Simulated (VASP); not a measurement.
# Au (Fm-3m) in VASP: single point with PBE

Aim: the single point of Au with PBE.

Everything below comes from runs of VASP 6.6.1. Logs are shortened: lines on timing, memory, paths and dates and some standing lists are left out, and cuts for length are marked.

## 1. The cell of the first run

It takes space group Fm-3m (No. 225, cubic). Conventional cell: a = 4.070 Å, b = 4.070 Å, c = 4.070 Å, α = 90.00°, β = 90.00°, γ = 90.00°. Au (site symmetry m-3m) has 12 Au at 2.88 Å within 3.8 Å.

## 2. Single point, PBE

The input, INCAR:

```
SYSTEM = Au
  PREC = Accurate
  ENCUT = 500
  EDIFF = 1E-6
  ISMEAR = 1
  SIGMA = 0.1
  LREAL = .FALSE.
  LASPH = .TRUE.
  NELM = 120
  ALGO = Normal
  ISIF = 2
  LWAVE = .FALSE.
  LCHARG = .FALSE.
  GGA = PE
  NBANDS = 12
  GGA_COMPAT = .FALSE.
```

The input, KPOINTS:

```
regular mesh
0
G
  10 10 10
  0 0 0
```

The input, POSCAR:

```
Au
1.0
    2.8779250000      0.0000000000      0.0000000000
    1.4389625000      2.4923561602      0.0000000000
    1.4389625000      0.8307853867      2.3498159227
Au
1
Direct
    0.0000000000      0.0000000000      0.0000000000
```

Potentials or basis: VASP PAW PBE potentials, release 64 (Au).

The run is started by

```sh
cat potpaw_PBE.64/Au/POTCAR > POTCAR
mpirun -np 1 vasp_std > vasp.out
```

OUTCAR:

```text
SYSTEM = Au
   PREC = Accurate
   ENCUT = 500
   EDIFF = 1E-6
   ISMEAR = 1
   LREAL = .FALSE.
   LASPH = .TRUE.
   NELM = 120
   ISIF = 2
   GGA = PE

 ion  position               nearest neighbor table
   1  0.000  0.000  0.000-

  LATTYP: Found a face centered cubic cell.
 ALAT       =     4.0700005665

  Lattice vectors:

 A1 = (   2.8779250000,   0.0000000000,   0.0000000000)
 A2 = (   1.4389625000,   2.4923561602,   0.0000000000)
 A3 = (   1.4389625000,   0.8307853867,   2.3498159227)

Analysis of symmetry for initial positions (statically):
=====================================================================
 Subroutine PRICEL returns:
 Original cell was already a primitive cell.

 Routine SETGRP: Setting up the symmetry group for a
 face centered cubic supercell.

 Subroutine GETGRP returns: Found 48 space group operations
 (whereof 48 operations were pure point group operations)
 out of a pool of 48 trial point group operations.

The static configuration has the point symmetry O_h .

Analysis of symmetry for dynamics (positions and initial velocities):
=====================================================================
 Subroutine PRICEL returns:
 Original cell was already a primitive cell.

 Routine SETGRP: Setting up the symmetry group for a
 face centered cubic supercell.

 Subroutine GETGRP returns: Found 48 space group operations
 (whereof 48 operations were pure point group operations)
 out of a pool of 48 trial point group operations.

The dynamic configuration has the point symmetry O_h .

 Subroutine INISYM returns: Found 48 space group operations
 (whereof 48 operations are pure point group operations),
 and found     1 'primitive' translations

----------------------------------------------------------------------------------------

                                     Primitive cell

  volume of cell :      16.8548

  direct lattice vectors                    reciprocal lattice vectors
     2.877925000  0.000000000  0.000000000     0.347472571 -0.200613383 -0.141855083
     1.438962500  2.492356160  0.000000000     0.000000000  0.401226765 -0.141855083
     1.438962500  0.830785387  2.349815923     0.000000000  0.000000000  0.425565250

  length of vectors
     2.877925000  2.877925000  2.877925000     0.425565250  0.425565250  0.425565250

  position of ions in fractional coordinates (direct lattice)
     0.000000000  0.000000000  0.000000000

  ion indices of the primitive-cell ions
   primitive index   ion index
                 1           1

[... 83 lines left out ...]
   NUPDOWN=      -1.0000    fix difference up-down
   EMIN   =  10.00;   EMAX   =-10.00  energy-range for DOS
   EFERMI =   0.00;   METHOD = LEGACY
   ISMEAR =     1;   SIGMA  =   0.10  broadening in eV -4-tet -1-fermi 0-gaus
   EFERMI_NEDOS =   21; number of points for ismear=-14 and -15
   IALGO  =     38    algorithm
   IMIX   =      4    mixing-type and parameters
     AMIX     =   0.40;   BMIX     =  1.00
     AMIX_MAG =   1.60;   BMIX_MAG =  1.00
  volume/ion in A,a.u.               =      16.85       113.74
  Fermi-wavevector in a.u.,A,eV,Ry     =   1.420031  2.683470 27.435997  2.016489
  Thomas-Fermi vector in A             =   2.540989
   LORBIT       =      0    0 simple, 1 ext, 2 COOP (PROOUT), +10 PAW based schemes
   GGA     = PE    functional components
   LHFCALC =     F    Hartree Fock is set to
   AEXX    =    0.0000 exact exchange contribution
   IVDW    =     0    specifies the selected vdW correction
   LEPSILON=     F    determine dielectric tensor
   LRPA    =     F    only Hartree local field effects (RPA)
 non-spin polarized calculation
 Methfessel and Paxton  Order N= 1 SIGMA  =   0.10
  energy-cutoff  :      500.00
  volume of cell :       16.85
 maximum number of plane-waves:       444
 NGX is ok and might be reduce to    24
   NGX = 11   NGY = 11   NGZ = 11

 number of electron      10.9999999 magnetization

 Free energy of the ion-electron system (eV)
  ---------------------------------------------------
  ext. energy  EPLUGINS =         0.00000000
  ---------------------------------------------------
  free energy    TOTEN  =        -3.16414132 eV

  energy without entropy =       -3.16432281  energy(sigma->0) =       -3.16420182

 E-fermi :   9.6745     XC(G=0): -12.7825

 val. band max:        9.5097859329   @ k =   0.5000   0.2000   0.1000
 cond. band min:       9.7099015689   @ k =   0.5000   0.1000   0.0000
 fundamental gap:      0.2001156359
 Fermi energy:         9.6745120455

 k-point     1 :       0.0000    0.0000    0.0000
  band No.  band energies     occupation
      1      -0.3133      2.00000
      2       4.9114      2.00000
      3       4.9114      2.00000
      4       4.9114      2.00000
      5       6.4572      2.00000
      6       6.4572      2.00000
      7      24.1654      0.00000
      8      28.2310      0.00000
      9      28.2310      0.00000
     10      28.2310      0.00000
     11      33.1681      0.00000
     12      37.9357      0.00000
[... 331 lines left out ...]
 k-point    24 :       0.4000    0.3000   -0.0000
  band No.  band energies     occupation
      1       2.8676      2.00000
      2       3.3174      2.00000
      3       6.0313      2.00000
      4       6.7536      2.00000
      5       7.6062      2.00000
      6       8.2214      2.00000
      7      19.5266      0.00000
      8      21.8771      0.00000
      9      22.0710      0.00000
     10      27.1114      0.00000
     11      29.3094      0.00000
     12      36.9022      0.00000

 [... further k-points ...]

------------------------ aborting loop because EDIFF is reached ----------------------------------------

  FORCE on cell =-STRESS in cart. coord.  units (eV):
  Direction    XX          YY          ZZ          XY          YZ          ZX
  --------------------------------------------------------------------------------------
  -------------------------------------------------------------------------------------
  Total        1.1569533      1.1569533      1.1569533     -0.0000000     -0.0000000     -0.0000000
  in kB      109.9772838    109.9772838    109.9772838     -0.0000000     -0.0000000     -0.0000000
  external PRESSURE =     109.9772838 kB  Pullay stress =       0.0000000 kB

 VOLUME and BASIS-vectors are now :
 -----------------------------------------------------------------------------
  energy-cutoff  :      500.00
  volume of cell :       16.85
      direct lattice vectors                 reciprocal lattice vectors
     2.877925000  0.000000000  0.000000000     0.347472571 -0.200613383 -0.141855083
     1.438962500  2.492356160  0.000000000     0.000000000  0.401226765 -0.141855083
     1.438962500  0.830785387  2.349815923     0.000000000  0.000000000  0.425565250

 POSITION                                       TOTAL-FORCE (eV/Angst)
 -----------------------------------------------------------------------------------
      0.00000      0.00000      0.00000         0.000000     -0.000000      0.000000
 -----------------------------------------------------------------------------------
    total drift:                               -0.000000      0.000000      0.000000

  FREE ENERGIE OF THE ION-ELECTRON SYSTEM (eV)
  ---------------------------------------------------
  free  energy   TOTEN  =        -3.1641413233 eV

  energy  without entropy=       -3.1643228108  energy(sigma->0) =       -3.16420182
```

OSZICAR:

```text
N       E                     dE             d eps       ncg     rms          rms(c)
DAV:   1     0.507642781224E+02    0.50764E+02   -0.53443E+03  1160   0.785E+02
DAV:   2    -0.270961317556E+01   -0.53474E+02   -0.50190E+02  1352   0.189E+02
DAV:   3    -0.342702322679E+01   -0.71741E+00   -0.71658E+00  1324   0.211E+01
DAV:   4    -0.342945281707E+01   -0.24296E-02   -0.24295E-02  1384   0.143E+00
DAV:   5    -0.342947019799E+01   -0.17381E-04   -0.17381E-04  1356   0.113E-01    0.978E+00
DAV:   6    -0.318544761807E+01    0.24402E+00   -0.63849E-01  1220   0.651E+00    0.620E+00
DAV:   7    -0.316640080242E+01    0.19047E-01   -0.62693E-02  1324   0.205E+00    0.285E+00
DAV:   8    -0.316414447434E+01    0.22563E-02   -0.14342E-03  1232   0.322E-01    0.229E-01
DAV:   9    -0.316413691148E+01    0.75629E-05   -0.18390E-05  1400   0.356E-02    0.394E-02
DAV:  10    -0.316414130646E+01   -0.43950E-05   -0.36672E-06  1320   0.179E-02    0.140E-03
DAV:  11    -0.316414132326E+01   -0.16800E-07   -0.87101E-08   704   0.234E-03
   1 F= -.31641413E+01 E0= -.31642018E+01  d E =0.181488E-03
```

stdout:

```text
POSCAR found type information on POSCAR Au
 POSCAR found :  1 types and       1 ions
 scaLAPACK will be used
 LDA part: xc-table for (Slater+PW92), standard interpolation
 POSCAR, INCAR and KPOINTS ok, starting setup
 FFT: planning ... GRIDC
 FFT: planning ... GRID_SOFT
 FFT: planning ... GRID
 WAVECAR not read
 entering main loop
```

It used 24 s of CPU time on 1 thread of AMD EPYC 7R13 Processor (Zen 3) (shared host).

Results:

```
Free energy : -3.1641 eV
Pressure    : 11.0 GPa
```

Caveat: spin-orbit coupling is left out, which moves the levels of the heavy elements.
